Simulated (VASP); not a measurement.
# Tl (P6_3/mmc) in VASP: a series of runs

Runs on Tl. Level: PBEsol. Tasks: relaxation of cell and atoms, single point.

Everything below comes from runs of VASP 6.6.1. Logs are shortened: lines on timing, memory, paths and dates and some standing lists are left out, and cuts for length are marked.

### 1 The cell of the first run

The structure is hexagonal, space group P6_3/mmc (No. 194). The conventional cell has a = 2.927 Å, b = 2.927 Å, c = 4.741 Å, α = 90.00°, β = 90.00°, γ = 120.00°. Within 3.8 Å of Tl (site symmetry -6m2) lie 12 Tl at 2.91 to 2.93 Å.

### 2 Relaxation of cell and atoms, PBEsol, target pressure 67 GPa, at which the enthalpy is minimised

File INCAR:

```
SYSTEM = Tl
ALGO = Normal
EDIFF = 1E-6
EDIFFG = -0.005
ENCUT = 600
GGA = PS
IBRION = 2
ISIF = 3
ISMEAR = -1
LASPH = .TRUE.
LCHARG = .FALSE.
LREAL = .FALSE.
LWAVE = .FALSE.
NELM = 80
NSW = 60
PREC = Accurate
PSTRESS = 670.0
SIGMA = 0.08
```

File KPOINTS:

```
k-points
0
G
  15 15 8
  0 0 0
```

File POSCAR:

```
Tl
1.0
    2.9266994505      0.0000000000      0.0000000000
   -1.4633497252      2.5345960734      0.0000000000
    0.0000000000      0.0000000000      4.7412531098
Tl
2
Direct
    0.3333333333      0.6666666667      0.2500000000
    0.6666666667      0.3333333333      0.7500000000
```

Potentials or basis: VASP PAW PBE potentials, release 64 (Tl_d).

On the command line:

```
> cat potpaw_PBE.64/Tl_d/POTCAR > POTCAR
> mpirun -np 1 vasp_std > vasp.out
```

OUTCAR:

```text
SYSTEM = Tl
   EDIFF = 1E-6
   EDIFFG = -0.005
   ENCUT = 600
   GGA = PS
   IBRION = 2
   ISIF = 3
   ISMEAR = -1
   LASPH = .TRUE.
   LREAL = .FALSE.
   NELM = 80
   NSW = 60
   PREC = Accurate
   PSTRESS = 670.0

 ion  position               nearest neighbor table
   1  0.333  0.667  0.250-   2 2.91   2 2.91   2 2.91   2 2.91   2 2.91   2 2.91   2 4.13   2 4.13
                             2 4.13   2 4.13   2 4.13   2 4.13
   2  0.667  0.333  0.750-   1 2.91   1 2.91   1 2.91   1 2.91   1 2.91   1 2.91   1 4.13   1 4.13
                             1 4.13   1 4.13   1 4.13   1 4.13

  LATTYP: Found a hexagonal cell.
 ALAT       =     2.9266994505
 C/A-ratio  =     1.6200000000

  Lattice vectors:

 A1 = (   2.9266994505,   0.0000000000,   0.0000000000)
 A2 = (  -1.4633497252,   2.5345960734,   0.0000000000)
 A3 = (   0.0000000000,   0.0000000000,   4.7412531098)

Analysis of symmetry for initial positions (statically):
=====================================================================
 Subroutine PRICEL returns:
 Original cell was already a primitive cell.

 Routine SETGRP: Setting up the symmetry group for a
 hexagonal supercell.

 Subroutine GETGRP returns: Found 24 space group operations
 (whereof 12 operations were pure point group operations)
 out of a pool of 24 trial point group operations.

The static configuration has the point symmetry D_3d.
 The point group associated with its full space group is D_6h.

Analysis of symmetry for dynamics (positions and initial velocities):
=====================================================================
 Subroutine PRICEL returns:
 Original cell was already a primitive cell.

 Routine SETGRP: Setting up the symmetry group for a
 hexagonal supercell.

 Subroutine GETGRP returns: Found 24 space group operations
 (whereof 12 operations were pure point group operations)
 out of a pool of 24 trial point group operations.

The dynamic configuration has the point symmetry D_3d.
 The point group associated with its full space group is D_6h.

 Subroutine INISYM returns: Found 24 space group operations
 (whereof 12 operations are pure point group operations),
 and found     1 'primitive' translations

----------------------------------------------------------------------------------------

                                     Primitive cell

  volume of cell :      35.1706

  direct lattice vectors                    reciprocal lattice vectors
     2.926699451  0.000000000  0.000000000     0.341681822  0.197270092  0.000000000
    -1.463349725  2.534596073  0.000000000     0.000000000  0.394540184  0.000000000
     0.000000000  0.000000000  4.741253110     0.000000000  0.000000000  0.210914705

  length of vectors
     2.926699451  2.926699450  4.741253110     0.394540184  0.394540184  0.210914705

  position of ions in fractional coordinates (direct lattice)
     0.333333333  0.666666667  0.250000000
     0.666666667  0.333333333  0.750000000

  ion indices of the primitive-cell ions
   primitive index   ion index
                 1           1
                 2           2

----------------------------------------------------------------------------------------

 KPOINTS: k-points

Automatic generation of k-mesh.
 Grid dimensions read from file:
 generate k-points for:   15   15    8

 Generating k-lattice:

  Cartesian coordinates                     Fractional coordinates (reciprocal lattice)
     0.022778788  0.013151339  0.000000000     0.066666667  0.000000000  0.000000000
     0.000000000  0.026302679  0.000000000     0.000000000  0.066666667  0.000000000
     0.000000000  0.000000000  0.026364338     0.000000000  0.000000000  0.125000000

  Length of vectors
     0.026302679  0.026302679  0.026364338

  Shift w.r.t. Gamma in fractional coordinates (k-lattice)
     0.000000000  0.000000000  0.000000000

 Subroutine IBZKPT returns following result:
 ===========================================

 Found    135 irreducible k-points:

 Following reciprocal coordinates:
            Coordinates               Weight
  0.000000  0.000000  0.000000      1.000000
  0.066667 -0.000000  0.000000      6.000000
  0.133333  0.000000  0.000000      6.000000
  0.200000  0.000000  0.000000      6.000000
  0.266667  0.000000  0.000000      6.000000
  0.333333  0.000000  0.000000      6.000000
[... 16 lines left out ...]
  0.333333  0.200000  0.000000     12.000000
  0.400000  0.200000  0.000000      6.000000
 [... further k-points ...]
   k-points           NKPTS =    135   k-points in BZ     NKDIM =    135   number of bands    NBANDS=     17
   number of dos      NEDOS =    301   number of ions     NIONS =      2
   total plane-waves  NPLWV =  23040
   dimension x,y,z NGX =    24 NGY =   24 NGZ =   40
   dimension x,y,z NGXF=    48 NGYF=   48 NGZF=   80
   ions per type =               2
   NGX,Y,Z   is equivalent  to a cutoff of  13.63, 13.63, 14.03 a.u.
   NGXF,Y,Z  is equivalent  to a cutoff of  27.27, 27.27, 28.05 a.u.
 SYSTEM =  Tl
   PREC   = accura    normal or accurate (medium, high low for compatibility)
   ISTART =      0    job   : 0-new  1-cont  2-samecut
   ICHARG =      2    charge: 1-file 2-atom 10-const
   ISPIN  =      1    spin polarized calculation?
   LNONCOLLINEAR =      F non collinear calculations
   LSORBIT =      F    spin-orbit coupling
   LASPH  =      T    aspherical Exc in radial PAW
   ENCUT  =  600.0 eV  44.10 Ry    6.64 a.u.   5.85  5.85  9.47*2*pi/ulx,y,z
   NELM   =     80;   NELMIN=  2; NELMDL= -5     # of ELM steps
   EDIFF  = 0.1E-05   stopping-criterion for ELM
   LREAL  =      F    real-space projection
   EDIFFG = -.5E-02   stopping-criterion for IOM
   NSW    =     60    number of steps for IOM
   IBRION =      2    ionic relax: 0-MD 1-quasi-New 2-CG
   NFREE  =      1    steps in history (QN), initial steepest desc. (CG)
   ISIF   =      3    stress and relaxation
   ISYM   =      2    0-nonsym 1-usesym 2-fastsym
   POTIM  = 0.5000    time-step for ionic-motion
   TEBEG  =    0.0;   TEEND  =   0.0 temperature during run
   PSTRESS=  670.0 pullay stress
   NELECT =      26.0000    total number of electrons
   NUPDOWN=      -1.0000    fix difference up-down
   EMIN   =  10.00;   EMAX   =-10.00  energy-range for DOS
   EFERMI =   0.00;   METHOD = LEGACY
   ISMEAR =    -1;   SIGMA  =   0.08  broadening in eV -4-tet -1-fermi 0-gaus
   EFERMI_NEDOS =   21; number of points for ismear=-14 and -15
   IALGO  =     38    algorithm
   IMIX   =      4    mixing-type and parameters
     AMIX     =   0.40;   BMIX     =  1.00
     AMIX_MAG =   1.60;   BMIX_MAG =  1.00
  volume/ion in A,a.u.               =      17.59       118.67
  Fermi-wavevector in a.u.,A,eV,Ry     =   1.480264  2.797294 29.812847  2.191182
  Thomas-Fermi vector in A             =   2.594320
   LORBIT       =      0    0 simple, 1 ext, 2 COOP (PROOUT), +10 PAW based schemes
   GGA     = PS    functional components
   LHFCALC =     F    Hartree Fock is set to
   AEXX    =    0.0000 exact exchange contribution
   IVDW    =     0    specifies the selected vdW correction
   LEPSILON=     F    determine dielectric tensor
   LRPA    =     F    only Hartree local field effects (RPA)
 conjugate gradient relaxation of ions
 non-spin polarized calculation
  energy-cutoff  :      600.00
  volume of cell :       35.17
 maximum number of plane-waves:      1194
 NGX is ok and might be reduce to    24
   NGX = 11   NGY = 11   NGZ = 19

--------------------------------------- Ionic step        1  -------------------------------------------

 number of electron      25.9999999 magnetization

 Free energy of the ion-electron system (eV)
  ---------------------------------------------------
  ext. energy  EPLUGINS =         0.00000000
  ---------------------------------------------------
  free energy    TOTEN  =        -2.52936435 eV

  energy without entropy =       -2.51541116  energy(sigma->0) =       -2.52238775

------------------------ aborting loop because EDIFF is reached ----------------------------------------

  FORCE on cell =-STRESS in cart. coord.  units (eV):
  Direction    XX          YY          ZZ          XY          YZ          ZX
  --------------------------------------------------------------------------------------
  -------------------------------------------------------------------------------------
  Total       14.5066815     14.5066815     14.9760480      0.0000000      0.0000000      0.0000000
  in kB      660.8435191    660.8435191    682.2252391      0.0000000      0.0000000      0.0000000
  external PRESSURE =      -2.0292409 kB  Pullay stress =     670.0000000 kB
[... 289 lines left out ...]
  enthalpy is  TOTEN    =        12.1759893131 eV   P V=       14.6951638872

--------------------------------------- Ionic step        9  -------------------------------------------

 number of electron      26.0000001 magnetization

 Free energy of the ion-electron system (eV)
  ---------------------------------------------------
  ext. energy  EPLUGINS =         0.00000000
  ---------------------------------------------------
  free energy    TOTEN  =        -2.52059706 eV

  energy without entropy =       -2.50737093  energy(sigma->0) =       -2.51398400

 E-fermi :  13.5133     XC(G=0): -13.0309

 val. band max:       13.4999590051   @ k =   0.4000   0.0667   0.2500
 cond. band min:      13.5247965579   @ k =   0.3333   0.0667   0.5000
 fundamental gap:      0.0248375528
 Fermi energy:        13.5132770473

 k-point     1 :       0.0000    0.0000    0.0000
  band No.  band energies     occupation
      1      -1.3870      2.00000
      2      -0.9530      2.00000
      3       0.1891      2.00000
      4       0.3157      2.00000
      5       0.3157      2.00000
      6       0.4947      2.00000
[... 9 lines left out ...]
     16      25.2837      0.00000
     17      25.3065      0.00000
[... 443 lines left out ...]
      1      -0.5543      2.00000
      2      -0.4656      2.00000
      3      -0.1510      2.00000
      4       0.2603      2.00000
      5       0.5553      2.00000
      6       0.8352      2.00000
[... 9 lines left out ...]
     16      15.8414      0.00000
     17      18.5413      0.00000

 [... further k-points ...]

------------------------ aborting loop because EDIFF is reached ----------------------------------------

  FORCE on cell =-STRESS in cart. coord.  units (eV):
  Direction    XX          YY          ZZ          XY          YZ          ZX
  --------------------------------------------------------------------------------------
  -------------------------------------------------------------------------------------
  Total       14.6994307     14.6994307     14.6902337      0.0000000      0.0000000      0.0000000
  in kB      670.1296812    670.1296812    669.7103982      0.0000000      0.0000000      0.0000000
  external PRESSURE =      -0.0100798 kB  Pullay stress =     670.0000000 kB
[... 17 lines left out ...]
  FREE ENERGIE OF THE ION-ELECTRON SYSTEM (eV)
  ---------------------------------------------------
  free  energy   TOTEN  =        -2.5205970621 eV

  energy  without entropy=       -2.5073709327  energy(sigma->0) =       -2.51398400

  enthalpy is  TOTEN    =        12.1759890929 eV   P V=       14.6965861550

 reached required accuracy - stopping structural energy minimisation
```

Wall time 3.4 min (1 thread of Intel Xeon Platinum 8259CL at 2.50GHz (Skylake/Cascade Lake), shared host); peak memory 0.23 GiB.

What came out:

```yaml
Free_energy: -2.5206 eV
Relaxed_volume: 17.57 Å³/atom
Relaxed_cell: a = 2.912 Å, b = 2.912 Å, c = 4.785 Å, α = 90.00°, β = 90.00°, γ = 120.00°
Space_group_after_relaxing_to_0.1_Å: P6_3/mmc (No. 194)
Energy_change_on_relaxing_the_run_minimises_the_enthalpy: +4.4 meV/atom
Ionic_steps: 9
Pressure_after_relaxing: 67.0 GPa
Band_gap_on_the_k_mesh: zero (bands 13 and 14 overlap by 8.73 eV)
```

Step by step:
```csv
step,energy change (eV),largest force (eV/Å),pressure (GPa),volume (Å³)
1,0.0000,0.0000,66.80,35.17
2,0.0460,0.0000,67.83,35.06
3,0.0478,0.0000,67.85,35.05
4,-0.0860,0.0000,64.88,35.38
5,0.0085,0.0000,67.04,35.14
6,0.0074,0.0000,66.96,35.15
7,0.0133,0.0000,67.06,35.13
8,0.0102,0.0000,67.06,35.14
9,0.0088,0.0000,67.00,35.14
```

Final structure:
```yaml
crystal:
  lattice:
    - [2.91220, 0.00000, 0.00000]
    - [-1.45610, 2.52204, 0.00000]
    - [0.00000, 0.00000, 4.78498]
  atoms:
    - { symbol: Tl, position: [0.33333, 0.66667, 0.25000] }
    - { symbol: Tl, position: [0.66667, 0.33333, 0.75000] }
```

Caveat: the cell is relaxed towards a set pressure, so the run minimises the enthalpy, not the energy; the PAW data sets were made with another functional, which shifts forces and pressure a little; spin-orbit coupling is left out, which moves the levels of the heavy elements.

### 3 Single point, PBEsol

File INCAR:

```
PREC = Accurate ; ENCUT = 520
EDIFF = 1E-7 ; ISMEAR = -1
SIGMA = 0.08 ; LREAL = F
LASPH = T ; NELM = 100
ALGO = Normal ; ISIF = 2
LWAVE = F ; LCHARG = F
GGA = PS ; NBANDS = 20
```

File KPOINTS:

```
Automatic mesh
0
Gamma
  15 15 8
```

File POSCAR:

```
Tl
1.0
    2.9121662593      0.0000000000      0.0000000000
   -1.4560831296      2.5220099606      0.0000000000
    0.0000000000      0.0000000000      4.7835907249
Tl
2
Direct
    0.3333333333      0.6666666667      0.2500000000
    0.6666666667      0.3333333333      0.7500000000
```

Potentials or basis: VASP PAW PBE potentials, release 64 (Tl_d).

On the command line:

```
> cat potpaw_PBE.64/Tl_d/POTCAR > POTCAR
> mpirun -np 1 vasp_std > vasp.out
```

Run time: 35 s. Hardware: 1 thread of AMD EPYC 9R45 (Zen 5), shared host; peak memory 0.18 GiB.

Results (log left out):

```
Free energy            : -2.5157 eV
Pressure               : 67.0 GPa
Band gap on the k mesh : zero (bands 13 and 14 overlap by 8.73 eV)
```

Levels at points of the mesh, in eV from the Fermi level:
| k point | band 11 | band 12 | band 13 | band 14 | band 15 | band 16 |
| --- | --- | --- | --- | --- | --- | --- |
| (0.00, 0.00, 0.00) | -11.77 | -5.99 | -5.26 | 10.38 | 11.77 | 11.77 |
| (0.00, 0.00, 0.50) | -12.08 | -12.08 | 4.41 | 4.41 | 10.56 | 10.56 |

Caveat: the cell stands under pressure; the PAW data sets were made with another functional, which shifts forces and pressure a little; spin-orbit coupling is left out, which moves the levels of the heavy elements.
